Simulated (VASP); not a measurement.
Set up this calculation in VASP 6.6.1, as the native input.

| Property | Result |
| --- | --- |
| Task | single point |
| Functional | PBE |
| Potentials or basis | VASP PAW PBE potentials, release 64 (Hg_sv_GW) |
| Cutoff | 550 eV |
| k mesh | 2 × 2 × 2 |
| Occupations | gaussian, width 0.1 eV |
| Spin | no spin polarisation |
| Dipole correction | no |
| Further INCAR settings | ALGO = Normal; EDIFF = 1e-06; NBANDS = 37 |

The structure of Hg lies in POSCAR:

```
Hg
1.0
    4.5400020208      0.0000000000      0.0000000000
   -2.2700010104      3.9317570832      0.0000000000
    0.0000000000      0.0000000000      3.8700000000
Hg
3
Direct
    0.3167467290      0.6473067051      0.5248608131
    0.0225419617      0.0199994411     -0.0366031751
    0.6487282287      0.3410398122      0.4719355471
```

These files were run (other wordings do the same):

INCAR

```
SYSTEM = Hg
ALGO = Normal
EDIFF = 1E-6
ENCUT = 550
GGA = PE
GGA_COMPAT = .FALSE.
ISIF = 2
ISMEAR = 0
LASPH = .TRUE.
LCHARG = .TRUE.
LELF = .TRUE.
LREAL = .FALSE.
LVHAR = .TRUE.
LWAVE = .FALSE.
NBANDS = 37
NELM = 120
PREC = Accurate
SIGMA = 0.1
```

KPOINTS

```
k-points
0
G
  2 2 2
  0 0 0
```

Potentials or basis: VASP PAW PBE potentials, release 64 (Hg_sv_GW).

Run with:

```console
$ cat potpaw_PBE.64/Hg_sv_GW/POTCAR > POTCAR
$ mpirun -np 1 vasp_std > vasp.out
```

Results of the run:

```yaml
Pressure: 4.7 GPa
Largest_force: 1.772 eV/Å
Band_gap_on_the_k_mesh: zero (bands 30 and 31 overlap by 5.10 eV)
```

Caveat: the k points lie up to 0.81 Å⁻¹ apart, too coarse for converged energies and pressures of a metal; spin-orbit coupling is left out, which moves the levels of the heavy elements; forces of over 1 eV/Å act on the atoms, so gaps and moduli don't describe the material at rest.

Run time: 44 s on 1 thread of AMD EPYC 7R43 64-Core Processor (Zen 3), with other jobs on the host, peak memory 0.16 GiB.
